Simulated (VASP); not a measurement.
# Ge3H in VASP: single point with PBEsol

Aim: the single point of Ge3H with PBEsol.

Program: VASP 6.6.1. These are calculated values, not measurements. Logs are shortened: lines on timing, memory, paths and dates and some standing lists are left out, and cuts for length are marked.

## (1) The cell of the first run

The cell holds a wire or tube with vacuum around it, 16 atoms: a = 21.500 Å, b = 10.000 Å, c = 6.906 Å, α = 90.00°, β = 90.00°, γ = 90.00°.

## (2) Single point, PBEsol

Contents of INCAR:

```
PREC     = Accurate       # precision mode
ENCUT    = 520            # plane-wave cutoff, eV
EDIFF    = 1E-6           # SCF threshold, eV
ISMEAR   = 0              # smearing method
SIGMA    = 0.05           # smearing width, eV
LREAL    = Auto         
LASPH    = True           # aspherical terms in the spheres
NELM     = 60             # most SCF steps
ALGO     = Normal         # electronic algorithm
ISIF     = 2              # what is computed and relaxed
LWAVE    = False          # write WAVECAR
LCHARG   = False          # write CHGCAR
GGA      = PS             # functional
NBANDS   = 100            # bands
```

Contents of KPOINTS:

```
Automatic mesh
0
Gamma
  1 1 8
```

Contents of POSCAR:

```
Ge3H
1.0
   21.5000000000      0.0000000000      0.0000000000
    0.0000000000     10.0000000000      0.0000000000
    0.0000000000      0.0000000000      6.9063674784
Ge H
12 4
Direct
    0.6386158003      0.4662415633      0.3326624239
    0.7289766734      0.4673019110      0.8378501160
    0.4534466404      0.4670964103      0.3333323827
    0.5465533596      0.4670964103      0.8333323827
    0.2710233266      0.4673019110      0.3378501160
    0.3613841997      0.4662415633      0.8326624239
    0.7289766734      0.5326980890      0.1621498840
    0.5465533596      0.5329035897      0.1666676173
    0.6386158003      0.5337584367      0.6673375761
    0.3613841997      0.5337584367      0.1673375761
    0.4534466404      0.5329035897      0.6666676173
    0.2710233266      0.5326980890      0.6621498840
    0.7899354836      0.5049860816      0.7288168770
    0.2100645164      0.5049860816      0.2288168770
    0.7899354836      0.4950139184      0.2711831230
    0.2100645164      0.4950139184      0.7711831230
```

Potentials or basis: VASP PAW PBE potentials, release 64 (Ge_d, H).

Command:

```console
> cat potpaw_PBE.64/Ge_d/POTCAR potpaw_PBE.64/H/POTCAR > POTCAR
> mpirun -np 1 vasp_std > vasp.out
```

OUTCAR:

```text
PREC = Accurate
   ENCUT = 520
   EDIFF = 1E-6
   ISMEAR = 0
   LREAL = Auto
   LASPH = True
   NELM = 60
   ISIF = 2
   GGA = PS

 ion  position               nearest neighbor table
   1  0.639  0.466  0.333-   7 2.37   8 2.38   9 2.41
   2  0.729  0.467  0.838-  13 1.56   7 2.33   9 2.37
   3  0.453  0.467  0.333-  10 2.38  11 2.39   8 2.40
   4  0.547  0.467  0.833-   9 2.38   8 2.39  11 2.40
   5  0.271  0.467  0.338-  14 1.56  12 2.33  10 2.37
   6  0.361  0.466  0.833-  12 2.37  11 2.38  10 2.41
   7  0.729  0.533  0.162-  15 1.56   2 2.33   1 2.37
   8  0.547  0.533  0.167-   1 2.38   4 2.39   3 2.40
   9  0.639  0.534  0.667-   2 2.37   4 2.38   1 2.41
  10  0.361  0.534  0.167-   5 2.37   3 2.38   6 2.41
  11  0.453  0.533  0.667-   6 2.38   3 2.39   4 2.40
  12  0.271  0.533  0.662-  16 1.56   5 2.33   6 2.37
  13  0.790  0.505  0.729-   2 1.56
  14  0.210  0.505  0.229-   5 1.56
  15  0.790  0.495  0.271-   7 1.56
  16  0.210  0.495  0.771-  12 1.56

  LATTYP: Found a simple orthorhombic cell.
 ALAT       =     6.9063674784
 B/A-ratio  =     1.4479391708
 C/A-ratio  =     3.1130692172

  Lattice vectors:

 A1 = (   0.0000000000,   0.0000000000,  -6.9063674784)
 A2 = (   0.0000000000,  10.0000000000,   0.0000000000)
 A3 = (  21.5000000000,   0.0000000000,   0.0000000000)

Analysis of symmetry for initial positions (statically):
=====================================================================
 Subroutine PRICEL returns:
 Original cell was already a primitive cell.

 Routine SETGRP: Setting up the symmetry group for a
 simple orthorhombic supercell.

 Subroutine GETGRP returns: Found  4 space group operations
 (whereof  2 operations were pure point group operations)
 out of a pool of  8 trial point group operations.

The static configuration has the point symmetry C_2 .
 The point group associated with its full space group is C_2h.

Analysis of symmetry for dynamics (positions and initial velocities):
=====================================================================
 Subroutine PRICEL returns:
 Original cell was already a primitive cell.

 Routine SETGRP: Setting up the symmetry group for a
 simple orthorhombic supercell.

 Subroutine GETGRP returns: Found  4 space group operations
 (whereof  2 operations were pure point group operations)
 out of a pool of  8 trial point group operations.

The dynamic configuration has the point symmetry C_2 .
 The point group associated with its full space group is C_2h.

 Subroutine INISYM returns: Found  4 space group operations
 (whereof  2 operations are pure point group operations),
 and found     1 'primitive' translations

----------------------------------------------------------------------------------------

                                     Primitive cell

  volume of cell :    1484.8690

  direct lattice vectors                    reciprocal lattice vectors
    21.500000000  0.000000000  0.000000000     0.046511628  0.000000000  0.000000000
     0.000000000 10.000000000  0.000000000     0.000000000  0.100000000  0.000000000
     0.000000000  0.000000000  6.906367478     0.000000000  0.000000000  0.144793917

  length of vectors
    21.500000000 10.000000000  6.906367478     0.046511628  0.100000000  0.144793917

  position of ions in fractional coordinates (direct lattice)
     0.638615800  0.466241563  0.332662424
     0.728976673  0.467301911  0.837850116
     0.453446640  0.467096410  0.333332383
     0.546553360  0.467096410  0.833332383
     0.271023327  0.467301911  0.337850116
     0.361384200  0.466241563  0.832662424
[... 8 lines left out ...]
     0.789935484  0.495013918  0.271183123
     0.210064516  0.495013918  0.771183123

  ion indices of the primitive-cell ions
   primitive index   ion index
                 1           1
                 2           2
                 3           3
                 4           4
                 5           5
                 6           6
[... 8 lines left out ...]
                15          15
                16          16

----------------------------------------------------------------------------------------

 KPOINTS: Automatic mesh

Automatic generation of k-mesh.
 Grid dimensions read from file:
 generate k-points for:    1    1    8

 Generating k-lattice:

  Cartesian coordinates                     Fractional coordinates (reciprocal lattice)
     0.046511628  0.000000000  0.000000000     1.000000000  0.000000000  0.000000000
     0.000000000  0.100000000  0.000000000     0.000000000  1.000000000  0.000000000
     0.000000000  0.000000000  0.018099240     0.000000000  0.000000000  0.125000000

  Length of vectors
     0.046511628  0.100000000  0.018099240

  Shift w.r.t. Gamma in fractional coordinates (k-lattice)
     0.000000000  0.000000000  0.000000000

 Subroutine IBZKPT returns following result:
 ===========================================

 Found      5 irreducible k-points:

 Following reciprocal coordinates:
            Coordinates               Weight
  0.000000  0.000000  0.000000      1.000000
  0.000000  0.000000  0.125000      2.000000
  0.000000  0.000000  0.250000      2.000000
  0.000000  0.000000  0.375000      2.000000
  0.000000  0.000000  0.500000      1.000000
   k-points           NKPTS =      5   k-points in BZ     NKDIM =      5   number of bands    NBANDS=    100
   number of dos      NEDOS =    301   number of ions     NIONS =     16
   total plane-waves  NPLWV = 691200
   dimension x,y,z NGX =   160 NGY =   80 NGZ =   54
   dimension x,y,z NGXF=   320 NGYF=  160 NGZF=  108
   ions per type =              12   4
   NGX,Y,Z   is equivalent  to a cutoff of  12.37, 13.30, 13.00 a.u.
   NGXF,Y,Z  is equivalent  to a cutoff of  24.74, 26.60, 26.00 a.u.
 SYSTEM =  unknown system
   PREC   = accura    normal or accurate (medium, high low for compatibility)
   ISTART =      0    job   : 0-new  1-cont  2-samecut
   ICHARG =      2    charge: 1-file 2-atom 10-const
   ISPIN  =      1    spin polarized calculation?
   LNONCOLLINEAR =      F non collinear calculations
   LSORBIT =      F    spin-orbit coupling
   LASPH  =      T    aspherical Exc in radial PAW
   ENCUT  =  520.0 eV  38.22 Ry    6.18 a.u.  39.98 18.59 12.84*2*pi/ulx,y,z
   NELM   =     60;   NELMIN=  2; NELMDL= -5     # of ELM steps
   EDIFF  = 0.1E-05   stopping-criterion for ELM
   LREAL  =      T    real-space projection
   EDIFFG = 0.1E-04   stopping-criterion for IOM
   NSW    =      0    number of steps for IOM
   IBRION =     -1    ionic relax: 0-MD 1-quasi-New 2-CG
   NFREE  =      0    steps in history (QN), initial steepest desc. (CG)
   ISIF   =      2    stress and relaxation
   ISYM   =      2    0-nonsym 1-usesym 2-fastsym
   POTIM  = 0.5000    time-step for ionic-motion
   TEBEG  =    0.0;   TEEND  =   0.0 temperature during run
   PSTRESS=    0.0 pullay stress
   NELECT =     172.0000    total number of electrons
   NUPDOWN=      -1.0000    fix difference up-down
   EMIN   =  10.00;   EMAX   =-10.00  energy-range for DOS
   EFERMI =   0.00;   METHOD = LEGACY
   ISMEAR =     0;   SIGMA  =   0.05  broadening in eV -4-tet -1-fermi 0-gaus
   EFERMI_NEDOS =   21; number of points for ismear=-14 and -15
   IALGO  =     38    algorithm
   IMIX   =      4    mixing-type and parameters
     AMIX     =   0.40;   BMIX     =  1.00
     AMIX_MAG =   1.60;   BMIX_MAG =  1.00
  volume/ion in A,a.u.               =      92.80       626.27
  Fermi-wavevector in a.u.,A,eV,Ry     =   0.798034  1.508066  8.664991  0.636859
  Thomas-Fermi vector in A             =   1.904867
   LORBIT       =      0    0 simple, 1 ext, 2 COOP (PROOUT), +10 PAW based schemes
   GGA     = PS    functional components
   LHFCALC =     F    Hartree Fock is set to
   AEXX    =    0.0000 exact exchange contribution
   IVDW    =     0    specifies the selected vdW correction
   LEPSILON=     F    determine dielectric tensor
   LRPA    =     F    only Hartree local field effects (RPA)
 non-spin polarized calculation
 Gauss-broadening in eV      SIGMA  =   0.05
  energy-cutoff  :      520.00
  volume of cell :     1484.87
 maximum number of plane-waves:     40034
 NGX is ok and might be reduce to   160
   NGX = 79   NGY = 37   NGZ = 25

 number of electron     172.0000009 magnetization

 Free energy of the ion-electron system (eV)
  ---------------------------------------------------
  ext. energy  EPLUGINS =         0.00000000
  ---------------------------------------------------
  free energy    TOTEN  =       -63.81806686 eV

  energy without entropy =      -63.81806686  energy(sigma->0) =      -63.81806686

 E-fermi :  -2.8036     XC(G=0):  -2.9504

 val. band max:       -3.0388351261   @ k =   0.0000   0.0000   0.0000
 cond. band min:      -2.5730609320   @ k =   0.0000   0.0000   0.0000
 fundamental gap:      0.4657741940
 Fermi energy:        -2.8035547363

 k-point     1 :       0.0000    0.0000    0.0000
  band No.  band energies     occupation
      1     -27.3285      2.00000
      2     -27.3207      2.00000
      3     -27.3090      2.00000
      4     -27.2953      2.00000
      5     -27.2893      2.00000
      6     -27.2877      2.00000
[... 90 lines left out ...]
     97       0.9424      0.00000
     98       0.9634      0.00000

 k-point     2 :       0.0000    0.0000    0.1250
  band No.  band energies     occupation
      1     -27.3268      2.00000
      2     -27.3195      2.00000
      3     -27.3074      2.00000
      4     -27.2959      2.00000
      5     -27.2891      2.00000
      6     -27.2886      2.00000
[... 90 lines left out ...]
     97       0.8858      0.00000
     98       1.1631      0.00000

 k-point     3 :       0.0000    0.0000    0.2500
  band No.  band energies     occupation
      1     -27.3221      2.00000
      2     -27.3163      2.00000
      3     -27.3030      2.00000
      4     -27.2972      2.00000
      5     -27.2913      2.00000
      6     -27.2884      2.00000
[... 90 lines left out ...]
     97       0.6831      0.00000
     98       0.6874      0.00000

 k-point     4 :       0.0000    0.0000    0.3750
  band No.  band energies     occupation
      1     -27.3158      2.00000
      2     -27.3124      2.00000
      3     -27.2979      2.00000
      4     -27.2970      2.00000
      5     -27.2948      2.00000
      6     -27.2894      2.00000
[... 90 lines left out ...]
     97       0.0361      0.00000
     98       0.4484      0.00000

 k-point     5 :       0.0000    0.0000    0.5000
  band No.  band energies     occupation
      1     -27.3113      2.00000
      2     -27.3113      2.00000
      3     -27.2975      2.00000
      4     -27.2975      2.00000
      5     -27.2920      2.00000
      6     -27.2920      2.00000
[... 90 lines left out ...]
     97       0.1584      0.00000
     98       0.1584      0.00000
 [bands above 98 left out]

------------------------ aborting loop because EDIFF is reached ----------------------------------------

  FORCE on cell =-STRESS in cart. coord.  units (eV):
  Direction    XX          YY          ZZ          XY          YZ          ZX
  --------------------------------------------------------------------------------------
  -------------------------------------------------------------------------------------
  Total       -0.4837912     -0.0748090     -0.3268409      0.0000000      0.0085475      0.0000000
  in kB       -0.5220119     -0.0807191     -0.3526621      0.0000000      0.0092228      0.0000000
  external PRESSURE =      -0.3184644 kB  Pullay stress =       0.0000000 kB

 VOLUME and BASIS-vectors are now :
 -----------------------------------------------------------------------------
  energy-cutoff  :      520.00
  volume of cell :     1484.87
      direct lattice vectors                 reciprocal lattice vectors
    21.500000000  0.000000000  0.000000000     0.046511628  0.000000000  0.000000000
     0.000000000 10.000000000  0.000000000     0.000000000  0.100000000  0.000000000
     0.000000000  0.000000000  6.906367478     0.000000000  0.000000000  0.144793917

 POSITION                                       TOTAL-FORCE (eV/Angst)
 -----------------------------------------------------------------------------------
     13.73024      4.66242      2.29749         0.004716      0.005095      0.005179
     15.67300      4.67302      5.78650         0.029120      0.019409     -0.015503
      9.74910      4.67096      2.30212         0.003588      0.002422      0.005855
     11.75090      4.67096      5.75530        -0.003588      0.002422      0.005855
      5.82700      4.67302      2.33332        -0.029120      0.019409     -0.015503
      7.76976      4.66242      5.75067        -0.004716      0.005095      0.005179
[... 8 lines left out ...]
     16.98361      4.95014      1.87289        -0.035924      0.018389     -0.022625
      4.51639      4.95014      5.32607         0.035924      0.018389     -0.022625
 -----------------------------------------------------------------------------------
    total drift:                                0.000000      0.000000      0.000000

  FREE ENERGIE OF THE ION-ELECTRON SYSTEM (eV)
  ---------------------------------------------------
  free  energy   TOTEN  =       -63.8180668577 eV

  energy  without entropy=      -63.8180668577  energy(sigma->0) =      -63.81806686
```

Wall time 38 min (1 thread of Intel Xeon Platinum 8124M at 3.00GHz (Skylake/Cascade Lake), shared host); peak memory 1.5 GiB.

What came out:

```
Free energy            : -63.8181 eV
Largest force          : 0.046 eV/Å
Band gap on the k mesh : 0.47 eV
```

Forces on the atoms (eV/Å):
```
Ge   0.005  0.005  0.005
Ge   0.029  0.019 -0.016
Ge   0.004  0.002  0.006
Ge  -0.004  0.002  0.006
Ge  -0.029  0.019 -0.016
Ge  -0.005  0.005  0.005
Ge   0.029 -0.019  0.016
Ge  -0.004 -0.002 -0.006
Ge   0.005 -0.005 -0.005
Ge  -0.005 -0.005 -0.005
Ge   0.004 -0.002 -0.006
Ge  -0.029 -0.019  0.016
H   -0.036 -0.018  0.023
H    0.036 -0.018  0.023
H   -0.036  0.018 -0.023
H    0.036  0.018 -0.023
```

Caveat: the PAW data sets were made with another functional, which shifts forces and pressure a little.
